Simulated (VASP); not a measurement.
# PbO (P-6m2) in VASP: notebook, part 2 of 2

VASP 6.6.1.

## Step 3: Relaxation of shape and atoms at fixed volume, PBE (17.44 Å³/atom)

This run uses another cell than the first one, of 17.44 Å³/atom.

File INCAR:

```
SYSTEM = PbO
PREC = Accurate
ENCUT = 600
EDIFF = 1E-6
ISMEAR = 0
SIGMA = 0.05
LREAL = .False.
LASPH = .True.
NELM = 80
ALGO = Normal
ISIF = 4
LWAVE = .False.
LCHARG = .False.
GGA = PE
IBRION = 2
NSW = 60
EDIFFG = -0.01
```

File KPOINTS:

```
regular mesh
0
Gamma
  12 12 10
  0 0 0
```

File POSCAR:

```
PbO
1.0
    3.5152293042      0.0000000000      0.0000000000
   -1.7576146521      3.0442778775      0.0000000000
    0.0000000000      0.0000000000      3.2587639489
Pb O
1 1
Direct
    0.0000000000      0.0000000000      0.0000000000
    0.6666666667      0.3333333333      0.5000000000
```

Potentials or basis: VASP PAW PBE potentials, release 64 (Pb_d, O).

Command:

```
$ cat potpaw_PBE.64/Pb_d/POTCAR potpaw_PBE.64/O/POTCAR > POTCAR
$ mpirun -np 1 vasp_std > vasp.out
```

OUTCAR:

```text
SYSTEM = PbO
   PREC = Accurate
   ENCUT = 600
   EDIFF = 1E-6
   ISMEAR = 0
   LREAL = .False.
   LASPH = .True.
   NELM = 80
   ISIF = 4
   GGA = PE
   IBRION = 2
   NSW = 60
   EDIFFG = -0.01

 ion  position               nearest neighbor table
   1  0.000  0.000  0.000-   2 2.60   2 2.60   2 2.60   2 2.60   2 2.60   2 2.60
   2  0.667  0.333  0.500-   1 2.60   1 2.60   1 2.60   1 2.60   1 2.60   1 2.60

  LATTYP: Found a hexagonal cell.
 ALAT       =     3.5152293042
 C/A-ratio  =     0.9270416428

  Lattice vectors:

 A1 = (   3.5152293042,   0.0000000000,   0.0000000000)
 A2 = (  -1.7576146521,   3.0442778775,   0.0000000000)
 A3 = (   0.0000000000,   0.0000000000,   3.2587639489)

[... 261 lines left out ...]
 cond. band min:       7.1288892627   @ k =   0.3333   0.3333   0.5000
 fundamental gap:      0.1097122404
 Fermi energy:         7.0264115464

 k-point     1 :       0.0000    0.0000    0.0000
  band No.  band energies     occupation
      1     -11.0195      2.00000
      2     -10.0284      2.00000
      3      -9.8471      2.00000
      4      -9.8471      2.00000
      5      -9.5426      2.00000
      6      -9.5426      2.00000
      7      -1.1313      2.00000
      8       4.1240      2.00000
      9       4.6623      2.00000
     10       4.6623      2.00000
     11      13.4336      0.00000
     12      13.4336      0.00000
     13      15.3179      0.00000
     14      15.9358      0.00000
[... 377 lines left out ...]
      1     -10.8223      2.00000
      2      -9.9469      2.00000
      3      -9.7126      2.00000
      4      -9.6550      2.00000
      5      -9.5791      2.00000
      6      -9.4023      2.00000
      7      -1.5624      2.00000
      8       3.9476      2.00000
      9       4.0415      2.00000
     10       5.5538      2.00000
     11       8.8476      0.00000
     12      13.3863      0.00000
     13      14.0011      0.00000
     14      16.0003      0.00000

 [... further k-points ...]
[... 5 lines left out ...]
  --------------------------------------------------------------------------------------
  -------------------------------------------------------------------------------------
  Total        0.7863977      0.7863977      0.7797966      0.0000000      0.0000000      0.0000000
  in kB       36.1295009     36.1295009     35.8262246      0.0000000      0.0000000      0.0000000
  external PRESSURE =      36.0284088 kB  Pullay stress =       0.0000000 kB
[... 17 lines left out ...]
  FREE ENERGIE OF THE ION-ELECTRON SYSTEM (eV)
  ---------------------------------------------------
  free  energy   TOTEN  =       -10.1572060678 eV

  energy  without entropy=      -10.1571547389  energy(sigma->0) =      -10.15718040

 reached required accuracy - stopping structural energy minimisation
```

OSZICAR:

```text
N       E                     dE             d eps       ncg     rms          rms(c)
DAV:   1     0.187585407768E+03    0.18759E+03   -0.11642E+04  3226   0.190E+03
DAV:   2     0.359248003291E+01   -0.18399E+03   -0.17797E+03  3480   0.433E+02
[... 18 lines left out ...]
   2 F= -.10157192E+02 E0= -.10157168E+02  d E =-.189413E-03
       N       E                     dE             d eps       ncg     rms          rms(c)
DAV:   1    -0.101573489095E+02   -0.15677E-03   -0.86316E-03  3424   0.100E+00    0.649E-02
DAV:   2    -0.101572611494E+02    0.87760E-04   -0.21430E-04  4166   0.199E-01    0.398E-02
DAV:   3    -0.101572070347E+02    0.54115E-04   -0.64675E-05  4250   0.142E-01    0.836E-03
DAV:   4    -0.101572060184E+02    0.10162E-05   -0.14060E-05  4194   0.428E-02    0.247E-03
DAV:   5    -0.101572060678E+02   -0.49320E-07   -0.68404E-07  1620   0.936E-03
   3 F= -.10157206E+02 E0= -.10157180E+02  d E =-.203081E-03
```

CONTCAR:

```text
PbO
   1.00000000000000
     3.5097502638792641    0.0000000000000000   -0.0000000000000000
    -1.7548751319396321    3.0395328893906641    0.0000000000000000
    -0.0000000000000000   -0.0000000000000000    3.2689463461064530
  Pb              O
     1     1
Direct
     0.0000000000000000    0.0000000000000000    0.0000000000000000
     0.6666666667000030    0.3333333332999970    0.5000000000000000

  0.00000000E+00  0.00000000E+00  0.00000000E+00
  0.00000000E+00  0.00000000E+00  0.00000000E+00
```

Wall time 90 s (1 thread of Intel Xeon Platinum 8259CL at 2.50GHz (Skylake/Cascade Lake), shared host); peak memory 0.21 GiB.

Results:

* Free energy: -10.1572 eV
* Energy gained by relaxing: 0.1 meV/atom
* Ionic steps: 3
* Pressure after relaxing: 3.6 GPa
* Band gap on the k mesh: zero (bands 10 and 11 overlap by 0.03 eV)

Step by step:
```tsv
step	energy change (eV)	largest force (eV/Å)	pressure (GPa)	volume (Å³)
1	0.0000	0.0000	3.62	34.87
2	-0.0002	0.0000	3.64	34.87
3	-0.0002	0.0000	3.60	34.87
```

Final structure:
```
Pb O
1.0
     3.50975    0.00000    0.00000
    -1.75488    3.03953    0.00000
     0.00000    0.00000    3.26895
Pb O
1 1
Direct
  0.00000 0.00000 0.00000
  0.66667 0.33333 0.50000
```

Levels at points of the mesh, in eV from the Fermi level:
| k point | band 6 | band 7 | band 8 | band 9 | band 10 | band 11 | band 12 | band 13 | band 14 |
| --- | --- | --- | --- | --- | --- | --- | --- | --- | --- |
| (0.00, 0.00, 0.00) | -16.57 | -8.16 | -2.90 | -2.36 | -2.36 | 6.41 | 6.41 | 8.29 | 8.91 |
| (0.50, 0.00, 0.00) | -16.37 | -8.83 | -3.28 | -2.21 | -2.10 | 1.16 | 6.39 | 7.79 | 8.38 |
| (0.00, 0.00, 0.50) | -16.70 | -9.60 | -2.06 | -2.06 | -0.11 | -0.03 | 7.96 | 7.96 | 12.59 |
| (0.50, 0.00, 0.50) | -15.78 | -6.48 | -4.70 | -4.41 | -2.17 | 2.72 | 3.41 | 4.78 | 8.20 |

Caveat: semilocal functionals underestimate gaps, so a narrow gap can read as zero; spin-orbit coupling is left out, which moves the levels of the heavy elements.

## Step 4: Relaxation of shape and atoms at fixed volume, PBE (17.80 Å³/atom)

This run uses another cell than the first one, of 17.80 Å³/atom.

File INCAR:

```
PREC = Accurate
ENCUT = 600
EDIFF = 1E-7
ISMEAR = 0
SIGMA = 0.05
LREAL = False
LASPH = True
NELM = 100
ALGO = Normal
ISIF = 4
LWAVE = False
LCHARG = False
GGA = PE
IBRION = 2
NSW = 60
EDIFFG = -0.01
```

File KPOINTS:

```
regular mesh
0
Gamma
  12 12 10
```

File POSCAR:

```
PbO
1.0
    3.5439261679      0.0000000000      0.0000000000
   -1.7719630840      3.0691300906      0.0000000000
    0.0000000000      0.0000000000      3.2729979620
Pb O
1 1
Direct
    0.0000000000      0.0000000000      0.0000000000
    0.6666666667      0.3333333333      0.5000000000
```

Command:

```
$ cat potpaw_PBE.64/Pb_d/POTCAR potpaw_PBE.64/O/POTCAR > POTCAR
$ mpirun -np 1 vasp_std > vasp.out
```

Run time: 1.7 min. Hardware: 1 thread of Intel Xeon Platinum 8259CL at 2.50GHz (Skylake/Cascade Lake), shared host; peak memory 0.21 GiB.

It converged, with:

- Free energy: -10.1699 eV
- Energy gained by relaxing: 0.1 meV/atom
- Ionic steps: 3
- Pressure after relaxing: 1.7 GPa
- Band gap on the k mesh: zero (bands 10 and 11 overlap by 0.02 eV)

Step by step:
| step | energy change (eV) | largest force (eV/Å) | pressure (GPa) | volume (Å³) |
| --- | --- | --- | --- | --- |
| 1 | 0.0000 | 0.0000 | 1.76 | 35.60 |
| 2 | -0.0001 | 0.0000 | 1.70 | 35.60 |
| 3 | -0.0001 | 0.0000 | 1.69 | 35.60 |

Final structure:
```
CELL_PARAMETERS angstrom
3.53930 0.00000 0.00000
-1.76965 3.06512 0.00000
0.00000 0.00000 3.28157
ATOMIC_POSITIONS crystal
Pb 0.00000 0.00000 0.00000
O 0.66667 0.33333 0.50000
```

Levels at points of the mesh, in eV from the Fermi level:
```
           k point  band 6  band 7  band 8  band 9  band 10  band 11  band 12  band 13  band 14
(0.00, 0.00, 0.00)  -16.53   -8.12   -2.75   -2.27    -2.27     6.30     6.30     8.22     8.95
(0.50, 0.00, 0.00)  -16.31   -8.73   -3.16   -2.15    -1.99     1.20     6.29     7.75     8.38
(0.00, 0.00, 0.50)  -16.65   -9.43   -1.96   -1.96    -0.09    -0.03     7.79     7.79    12.51
(0.50, 0.00, 0.50)  -15.75   -6.42   -4.54   -4.28    -2.07     2.74     3.37     4.75     8.18
```

Caveat: semilocal functionals underestimate gaps, so a narrow gap can read as zero; spin-orbit coupling is left out, which moves the levels of the heavy elements.

## Step 5: Summary

| cell | gap on the mesh (eV) | pressure (GPa) |
| --- | --- | --- |
| relaxed from a = 3.492, b = 3.492, c = 3.251 Å, angles 90.0, 90.0, 120.0°, 2 atoms | none | 5.2 |
| relaxed from a = 3.515, b = 3.515, c = 3.259 Å, angles 90.0, 90.0, 120.0°, 2 atoms | none | 3.6 |
| relaxed from a = 3.544, b = 3.544, c = 3.273 Å, angles 90.0, 90.0, 120.0°, 2 atoms | none | 1.7 |

Alike in all rows: task relaxation of shape and atoms at fixed volume; level PBE; potentials or basis VASP PAW PBE potentials, release 64 (Pb_d, O); no spin polarisation; k mesh 12 × 12 × 10; cutoff (eV) 600; smearing gaussian 0.05 eV.

Caveats: semilocal functionals underestimate gaps, so a narrow gap can read as zero; spin-orbit coupling is left out, which moves the levels of the heavy elements.

Absolute energies hang on the potentials; compare differences alone.
